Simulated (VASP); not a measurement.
Write the native input for VASP 6.6.1 that does the following.

```
Task                   : single point
Functional             : PBE
Potentials or basis    : VASP PAW PBE potentials, release 64 (N, Al)
Cutoff                 : 520 eV
k mesh                 : 9 × 9 × 1
Occupations            : gaussian, width 0.05 eV
Spin                   : collinear spin
Starting moments       : [0.0, 0.0, 0.0, 0.0, 3.0, 0.0, 0.0, 0.0, 0.0] μB
Dipole correction      : yes
Further INCAR settings : ALGO = Normal; EDIFF = 1e-06; NBANDS = 32
```

The structure of Al4N5 lies in POSCAR:

```
Al4N5
1.0
    3.1297683445      0.0000000000      0.0000000000
   -1.5648841723      2.7104588943      0.0000000000
    0.0000000000      0.0000000000     25.0621509606
N Al
5 4
Direct
    0.3333333333      0.6666666667      0.1596032203
    0.6666666667      0.3333333333      0.2597004396
    0.3333333333      0.6666666667      0.3620561642
    0.6666666667      0.3333333333      0.4610505141
    0.3333333333      0.6666666667      0.5798445227
    0.6666666667      0.3333333333      0.1833176549
    0.3333333333      0.6666666667      0.2834148742
    0.6666666667      0.3333333333      0.3814237064
    0.3333333333      0.6666666667      0.4812895341
```

The input as run:

INCAR

```
SYSTEM = Al4N5
  PREC = Accurate
  ENCUT = 520
  EDIFF = 1E-6
  ISMEAR = 0
  SIGMA = 0.05
  LREAL = .False.
  LASPH = .True.
  NELM = 150
  ALGO = Normal
  ISIF = 2
  LWAVE = .False.
  LCHARG = .False.
  ISPIN = 2
  MAGMOM = 0 0 0 0 3 0 0 0 0
  LORBIT = 11
  LDIPOL = .True.
  IDIPOL = 3
  DIPOL = 0.5 0.5 0.350
  GGA = PE
  NBANDS = 32
```

KPOINTS

```
regular mesh
0
Gamma
  9 9 1
  0 0 0
```

Potentials or basis: VASP PAW PBE potentials, release 64 (N, Al).

Command:

```bash
$ cat potpaw_PBE.64/N/POTCAR potpaw_PBE.64/Al/POTCAR > POTCAR
$ mpirun -np 1 vasp_std > vasp.out
```

Results of the run:

The largest force is 2.440 eV/Å, the net moment is 2.38 μB per cell and the site moments are N -0.03, +0.00, +0.01, +1.57 (each value once); Al -0.00, +0.00 (each value once) μB. The valence electrons inside the program's atomic spheres are N 3.70, 3.84, 3.86, 3.32 (each value once); Al 0.80, 0.79, 0.76 (each value once).

Run time: 10 min on 1 thread of Intel Xeon 8259CL, with other jobs on the host, peak memory 0.47 GiB.
